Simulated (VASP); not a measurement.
# MgO (Fm-3m) in VASP: a series of runs

The runs below take MgO through single point, relaxation of cell and atoms, with r2SCAN+rVV10.

Everything below comes from runs of VASP 6.6.1. Logs are shortened: lines on timing, memory, paths and dates and some standing lists are left out, and cuts for length are marked.

## 1. The cell of the first run

The structure is cubic, space group Fm-3m (No. 225). Conventional cell: a = 4.195 Å, b = 4.195 Å, c = 4.195 Å, α = 90.00°, β = 90.00°, γ = 90.00°. Within 2.8 Å of Mg (site symmetry m-3m) lie 6 O at 2.10 Å. Within 2.8 Å of O (site symmetry m-3m) lie 6 Mg at 2.10 Å.

## 2. Single point, r2SCAN+rVV10

POSCAR reads:

```
MgO
1.0
    0.0000000000      2.0975558372      2.0975558372
    2.0975558372      0.0000000000      2.0975558372
    2.0975558372      2.0975558372      0.0000000000
Mg O
1 1
Direct
    0.0000000000      0.0000000000      0.0000000000
    0.5000000000      0.5000000000      0.5000000000
```

INCAR.step1 reads:

```
SYSTEM = MgO
PREC     = Accurate       ! precision mode
ENCUT    = 520            ! plane-wave cutoff, eV
ISMEAR   = -1             ! smearing method
SIGMA    = 0.03           ! smearing width, eV
LREAL    = .FALSE.        ! projectors in reciprocal space
LASPH    = .TRUE.         ! aspherical terms in the spheres
NELM     = 100            ! most SCF steps
NBANDS   = 11             ! bands
GGA      = PE             ! functional
ALGO     = Normal         ! electronic algorithm
EDIFF    = 1E-4           ! SCF threshold, eV
LWAVE    = .TRUE.         ! write WAVECAR
LCHARG   = .FALSE.        ! write CHGCAR
```

INCAR.step2 reads:

```
SYSTEM = MgO
PREC     = Accurate       ! precision mode
ENCUT    = 520            ! plane-wave cutoff, eV
EDIFF    = 1E-6           ! SCF threshold, eV
ISMEAR   = -1             ! smearing method
SIGMA    = 0.03           ! smearing width, eV
LREAL    = .FALSE.        ! projectors in reciprocal space
LASPH    = .TRUE.         ! aspherical terms in the spheres
NELM     = 100            ! most SCF steps
ALGO     = Normal         ! electronic algorithm
ISIF     = 2              ! what is computed and relaxed
LWAVE    = .FALSE.        ! write WAVECAR
LCHARG   = .FALSE.        ! write CHGCAR
METAGGA  = R2SCAN         ! meta-GGA
LMIXTAU  = .TRUE.       
LUSE_VDW = .TRUE.       
IVDW_NL  = 2            
BPARAM   = 11.95        
CPARAM   = 0.0093       
NBANDS   = 11             ! bands
ISTART   = 1
```

KPOINTS reads:

```
Automatic mesh
0
G
  10 10 10
  0 0 0
```

Potentials or basis: VASP PAW PBE potentials, release 64 (Mg, O).

The run is started by

```
> cat potpaw_PBE.64/Mg/POTCAR potpaw_PBE.64/O/POTCAR > POTCAR
> cp INCAR.step1 INCAR
> mpirun -np 1 vasp_std > vasp.out
> cp INCAR.step2 INCAR
> mpirun -np 1 vasp_std > vasp.out
```

OUTCAR:

```text
SYSTEM = MgO
   PREC = Accurate
   ENCUT = 520
   EDIFF = 1E-6
   ISMEAR = -1
   LREAL = .FALSE.
   LASPH = .TRUE.
   NELM = 100
   ISIF = 2
   METAGGA = R2SCAN
   IVDW_NL = 2
   BPARAM = 11.95
   ISTART = 1

 ion  position               nearest neighbor table
   1  0.000  0.000  0.000-   2 2.10   2 2.10   2 2.10   2 2.10   2 2.10   2 2.10
   2  0.500  0.500  0.500-   1 2.10   1 2.10   1 2.10   1 2.10   1 2.10   1 2.10

  LATTYP: Found a face centered cubic cell.
 ALAT       =     4.1951116744

  Lattice vectors:

 A1 = (   0.0000000000,   2.0975558372,   2.0975558372)
 A2 = (   2.0975558372,   0.0000000000,   2.0975558372)
 A3 = (   2.0975558372,   2.0975558372,   0.0000000000)

Analysis of symmetry for initial positions (statically):
=====================================================================
 Subroutine PRICEL returns:
 Original cell was already a primitive cell.

 Routine SETGRP: Setting up the symmetry group for a
 face centered cubic supercell.

 Subroutine GETGRP returns: Found 48 space group operations
 (whereof 48 operations were pure point group operations)
 out of a pool of 48 trial point group operations.

The static configuration has the point symmetry O_h .

Analysis of symmetry for dynamics (positions and initial velocities):
=====================================================================
 Subroutine PRICEL returns:
 Original cell was already a primitive cell.

 Routine SETGRP: Setting up the symmetry group for a
 face centered cubic supercell.

 Subroutine GETGRP returns: Found 48 space group operations
 (whereof 48 operations were pure point group operations)
 out of a pool of 48 trial point group operations.

The dynamic configuration has the point symmetry O_h .

 Subroutine INISYM returns: Found 48 space group operations
 (whereof 48 operations are pure point group operations),
 and found     1 'primitive' translations

----------------------------------------------------------------------------------------

                                     Primitive cell

  volume of cell :      18.4574

  direct lattice vectors                    reciprocal lattice vectors
     0.000000000  2.097555837  2.097555837    -0.238372677  0.238372677  0.238372677
     2.097555837  0.000000000  2.097555837     0.238372677 -0.238372677  0.238372677
     2.097555837  2.097555837  0.000000000     0.238372677  0.238372677 -0.238372677

  length of vectors
     2.966391913  2.966391913  2.966391913     0.412873588  0.412873588  0.412873588

  position of ions in fractional coordinates (direct lattice)
     0.000000000  0.000000000  0.000000000
     0.500000000  0.500000000  0.500000000

  ion indices of the primitive-cell ions
   primitive index   ion index
                 1           1
                 2           2

----------------------------------------------------------------------------------------

 KPOINTS: Automatic mesh

Automatic generation of k-mesh.
 Grid dimensions read from file:
 generate k-points for:   10   10   10

 Generating k-lattice:

  Cartesian coordinates                     Fractional coordinates (reciprocal lattice)
    -0.023837268  0.023837268  0.023837268     0.100000000  0.000000000  0.000000000
     0.023837268 -0.023837268  0.023837268     0.000000000  0.100000000  0.000000000
     0.023837268  0.023837268 -0.023837268     0.000000000  0.000000000  0.100000000

  Length of vectors
     0.041287359  0.041287359  0.041287359

  Shift w.r.t. Gamma in fractional coordinates (k-lattice)
     0.000000000  0.000000000  0.000000000

 Subroutine IBZKPT returns following result:
 ===========================================

 Found     47 irreducible k-points:

 Following reciprocal coordinates:
            Coordinates               Weight
  0.000000  0.000000  0.000000      1.000000
  0.100000  0.000000  0.000000      8.000000
  0.200000  0.000000  0.000000      8.000000
  0.300000  0.000000  0.000000      8.000000
  0.400000  0.000000  0.000000      8.000000
  0.500000  0.000000  0.000000      4.000000
[... 16 lines left out ...]
  0.300000  0.300000  0.000000      6.000000
  0.400000  0.300000  0.000000     24.000000
 [... further k-points ...]
   k-points           NKPTS =     47   k-points in BZ     NKDIM =     47   number of bands    NBANDS=     11
   number of dos      NEDOS =    301   number of ions     NIONS =      2
   total plane-waves  NPLWV =  13824
   dimension x,y,z NGX =    24 NGY =   24 NGZ =   24
   dimension x,y,z NGXF=    48 NGYF=   48 NGZF=   48
   ions per type =               1   1
   NGX,Y,Z   is equivalent  to a cutoff of  13.45, 13.45, 13.45 a.u.
   NGXF,Y,Z  is equivalent  to a cutoff of  26.90, 26.90, 26.90 a.u.
 SYSTEM =  MgO
   PREC   = accura    normal or accurate (medium, high low for compatibility)
   ISTART =      1    job   : 0-new  1-cont  2-samecut
   ICHARG =      0    charge: 1-file 2-atom 10-const
   ISPIN  =      1    spin polarized calculation?
   LNONCOLLINEAR =      F non collinear calculations
   LSORBIT =      F    spin-orbit coupling
   LASPH  =      T    aspherical Exc in radial PAW
   ENCUT  =  520.0 eV  38.22 Ry    6.18 a.u.   5.52  5.52  5.52*2*pi/ulx,y,z
   NELM   =    100;   NELMIN=  2; NELMDL=  0     # of ELM steps
   EDIFF  = 0.1E-05   stopping-criterion for ELM
   LREAL  =      F    real-space projection
   EDIFFG = 0.1E-04   stopping-criterion for IOM
   NSW    =      0    number of steps for IOM
   IBRION =     -1    ionic relax: 0-MD 1-quasi-New 2-CG
   NFREE  =      0    steps in history (QN), initial steepest desc. (CG)
   ISIF   =      2    stress and relaxation
   ISYM   =      2    0-nonsym 1-usesym 2-fastsym
   POTIM  = 0.5000    time-step for ionic-motion
   TEBEG  =    0.0;   TEEND  =   0.0 temperature during run
   PSTRESS=    0.0 pullay stress
   NELECT =       8.0000    total number of electrons
   NUPDOWN=      -1.0000    fix difference up-down
   EMIN   =  10.00;   EMAX   =-10.00  energy-range for DOS
   EFERMI =   0.00;   METHOD = LEGACY
   ISMEAR =    -1;   SIGMA  =   0.03  broadening in eV -4-tet -1-fermi 0-gaus
   EFERMI_NEDOS =   21; number of points for ismear=-14 and -15
   IALGO  =     38    algorithm
   IMIX   =      4    mixing-type and parameters
     AMIX     =   0.40;   BMIX     =  1.00
     AMIX_MAG =   1.60;   BMIX_MAG =  1.00
  volume/ion in A,a.u.               =       9.23        62.28
  Fermi-wavevector in a.u.,A,eV,Ry     =   1.238933  2.341245 20.884344  1.534956
  Thomas-Fermi vector in A             =   2.373438
   LORBIT       =      0    0 simple, 1 ext, 2 COOP (PROOUT), +10 PAW based schemes
   METAGGA = R2SCAN    functional components
   LHFCALC =     F    Hartree Fock is set to
   AEXX    =    0.0000 exact exchange contribution
   IVDW_NL    =     2    kernel type
   BPARAM     =11.9500
   IVDW    =     0    specifies the selected vdW correction
   LEPSILON=     F    determine dielectric tensor
   LRPA    =     F    only Hartree local field effects (RPA)
 non-spin polarized calculation
  energy-cutoff  :      520.00
  volume of cell :       18.46
 maximum number of plane-waves:       531
 NGX is ok and might be reduce to    24
   NGX = 11   NGY = 11   NGZ = 11

 number of electron       8.0000004 magnetization

 Free energy of the ion-electron system (eV)
  ---------------------------------------------------
  ext. energy  EPLUGINS =         0.00000000
  ---------------------------------------------------
  free energy    TOTEN  =       -15.88978308 eV

  energy without entropy =      -15.88978308  energy(sigma->0) =      -15.88978308

 E-fermi :   3.5203     XC(G=0): -11.6989

 val. band max:        2.8543473728   @ k =   0.0000   0.0000   0.0000
 cond. band min:       8.5371018522   @ k =   0.0000   0.0000   0.0000
 fundamental gap:      5.6827544794
 Fermi energy:         3.5203147891

 k-point     1 :       0.0000    0.0000    0.0000
  band No.  band energies     occupation
      1     -15.4132      2.00000
      2       2.8543      2.00000
      3       2.8543      2.00000
      4       2.8543      2.00000
      5       8.5371      0.00000
      6      19.7172      0.00000
      7      19.7172      0.00000
      8      19.7172      0.00000
      9      23.8689      0.00000
     10      25.6946      0.00000
     11      25.6946      0.00000

 k-point     2 :       0.1000    0.0000    0.0000
  band No.  band energies     occupation
      1     -15.3066      2.00000
      2       2.2185      2.00000
      3       2.7833      2.00000
      4       2.7833      2.00000
      5       9.1546      0.00000
      6      18.4665      0.00000
      7      19.9746      0.00000
      8      19.9746      0.00000
      9      24.9902      0.00000
     10      24.9902      0.00000
     11      25.5907      0.00000

 k-point     3 :       0.2000    0.0000    0.0000
  band No.  band energies     occupation
      1     -15.0143      2.00000
      2       0.8851      2.00000
      3       2.6031      2.00000
      4       2.6031      2.00000
      5      10.3689      0.00000
      6      16.9598      0.00000
      7      20.5076      0.00000
      8      20.5076      0.00000
      9      24.2947      0.00000
     10      24.2947      0.00000
     11      26.7359      0.00000
[... 267 lines left out ...]
 k-point    23 :       0.3000    0.3000    0.0000
  band No.  band energies     occupation
      1     -14.4213      2.00000
      2      -0.3365      2.00000
      3       1.8847      2.00000
      4       1.8847      2.00000
      5      12.7888      0.00000
      6      14.2044      0.00000
      7      18.5700      0.00000
      8      22.1637      0.00000
      9      22.1637      0.00000
     10      28.4606      0.00000
     11      32.0539      0.00000

 k-point    24 :       0.4000    0.3000    0.0000
  band No.  band energies     occupation
      1     -14.1758      2.00000
      2      -0.7783      2.00000
      3       1.5131      2.00000
      4       1.7311      2.00000
      5      13.5065      0.00000
      6      14.0017      0.00000
      7      17.7237      0.00000
      8      22.4536      0.00000
      9      22.6777      0.00000
     10      29.2699      0.00000
     11      31.5606      0.00000

 [... further k-points ...]

------------------------ aborting loop because EDIFF is reached ----------------------------------------

  FORCE on cell =-STRESS in cart. coord.  units (eV):
  Direction    XX          YY          ZZ          XY          YZ          ZX
  --------------------------------------------------------------------------------------
  -------------------------------------------------------------------------------------
  Total       -0.1194851     -0.1194851     -0.1194851     -0.0000000      0.0000000      0.0000000
  in kB      -10.3717914    -10.3717914    -10.3717914     -0.0000000      0.0000000      0.0000000
  external PRESSURE =     -10.3717914 kB  Pullay stress =       0.0000000 kB

 VOLUME and BASIS-vectors are now :
 -----------------------------------------------------------------------------
  energy-cutoff  :      520.00
  volume of cell :       18.46
      direct lattice vectors                 reciprocal lattice vectors
     0.000000000  2.097555837  2.097555837    -0.238372677  0.238372677  0.238372677
     2.097555837  0.000000000  2.097555837     0.238372677 -0.238372677  0.238372677
     2.097555837  2.097555837  0.000000000     0.238372677  0.238372677 -0.238372677

 POSITION                                       TOTAL-FORCE (eV/Angst)
 -----------------------------------------------------------------------------------
      0.00000      0.00000      0.00000         0.000000      0.000000      0.000000
      2.09756      2.09756      2.09756        -0.000000     -0.000000      0.000000
 -----------------------------------------------------------------------------------
    total drift:                               -0.000000     -0.000000      0.000000

  FREE ENERGIE OF THE ION-ELECTRON SYSTEM (eV)
  ---------------------------------------------------
  free  energy   TOTEN  =       -15.8897830843 eV

  energy  without entropy=      -15.8897830843  energy(sigma->0) =      -15.88978308
```

Run time: 27 s. Hardware: 1 thread of Intel Xeon 6975P-C (Granite Rapids), shared host; peak memory 0.21 GiB.

What came out:

| Quantity | Value |
| --- | --- |
| Free energy | -15.8898 eV |
| Pressure | -1.0 GPa |
| Band gap on the k mesh | 5.68 eV |

Caveat: the PAW data sets were made with another functional, which shifts forces and pressure a little.

## 3. Relaxation of cell and atoms, r2SCAN+rVV10

This run uses another cell than the first one, of 9.35 Å³/atom.

POSCAR reads:

```
MgO
1.0
    0.0000000000      2.1069344612      2.1069344612
    2.1069344612      0.0000000000      2.1069344612
    2.1069344612      2.1069344612      0.0000000000
Mg O
1 1
Direct
    0.0000000000      0.0000000000      0.0000000000
    0.5000000000      0.5000000000      0.5000000000
```

INCAR.step1 reads:

```
PREC     = Accurate       # precision mode
ENCUT    = 600            # plane-wave cutoff, eV
ISMEAR   = -1             # smearing method
SIGMA    = 0.03           # smearing width, eV
LREAL    = F              # projectors in reciprocal space
LASPH    = T              # aspherical terms in the spheres
NELM     = 60             # most SCF steps
GGA      = PE             # functional
ALGO     = Normal         # electronic algorithm
EDIFF    = 1E-4           # SCF threshold, eV
LWAVE    = T              # write WAVECAR
LCHARG   = F              # write CHGCAR
```

INCAR.step2 reads:

```
PREC     = Accurate       # precision mode
ENCUT    = 600            # plane-wave cutoff, eV
EDIFF    = 1E-6           # SCF threshold, eV
ISMEAR   = -1             # smearing method
SIGMA    = 0.03           # smearing width, eV
LREAL    = F              # projectors in reciprocal space
LASPH    = T              # aspherical terms in the spheres
NELM     = 60             # most SCF steps
ALGO     = Normal         # electronic algorithm
ISIF     = 3              # what is computed and relaxed
LWAVE    = F              # write WAVECAR
LCHARG   = F              # write CHGCAR
METAGGA  = R2SCAN         # meta-GGA
LMIXTAU  = T            
LUSE_VDW = T            
IVDW_NL  = 2            
BPARAM   = 11.95        
CPARAM   = 0.0093       
IBRION   = 2              # ionic algorithm
NSW      = 100            # ionic steps
EDIFFG   = -0.01          # ionic threshold
ISTART   = 1
```

KPOINTS reads:

```
Automatic mesh
0
Gamma
  10 10 10
```

Potentials or basis: VASP PAW PBE potentials, release 64 (Mg, O).

The run is started by

```
> cat potpaw_PBE.64/Mg/POTCAR potpaw_PBE.64/O/POTCAR > POTCAR
> cp INCAR.step1 INCAR
> mpirun -np 1 vasp_std > vasp.out
> cp INCAR.step2 INCAR
> mpirun -np 1 vasp_std > vasp.out
```

Run time: 66 s. Hardware: 1 thread of Intel Xeon 6975P-C (Granite Rapids), shared host; peak memory 0.22 GiB.

The run converged. Its results:

```
Free energy                           : -15.8948 eV
Relaxed volume                        : 9.16 Å³/atom
Relaxed cell                          : a = 2.959 Å, b = 2.959 Å, c = 2.959 Å, α = 60.00°, β = 60.00°, γ = 60.00°
Space group after relaxing (to 0.1 Å) : Fm-3m (No. 225)
Energy gained by relaxing             : 2.1 meV/atom
Ionic steps                           : 3
Pressure after relaxing               : 0.0 GPa
Band gap on the k mesh                : 5.76 eV
```

Step by step:
```csv
step,energy change (eV),largest force (eV/Å),pressure (GPa),volume (Å³)
1,0.0000,0.0000,-3.46,18.71
2,-0.0035,0.0000,1.50,18.16
3,-0.0043,0.0000,0.01,18.32
```

Final structure:
```yaml
crystal:
  lattice:
    - [0.00000, 2.09232, 2.09232]
    - [2.09232, 0.00000, 2.09232]
    - [2.09232, 2.09232, 0.00000]
  atoms:
    - { symbol: Mg, position: [0.00000, 0.00000, 0.00000] }
    - { symbol: O, position: [0.50000, 0.50000, 0.50000] }
```

Levels at points of the mesh, in eV from the valence-band top:
```tsv
k point	band 2	band 3	band 4	band 5	band 6	band 7
(0.00, 0.00, 0.00)	0.00	0.00	0.00	5.76	16.91	16.91
(0.50, 0.00, 0.00)	-4.72	-0.70	-0.70	8.89	14.01	17.60
(0.50, 0.50, 0.00)	-4.20	-1.41	-1.41	10.01	11.25	14.47
```

Caveat: the PAW data sets were made with another functional, which shifts forces and pressure a little.
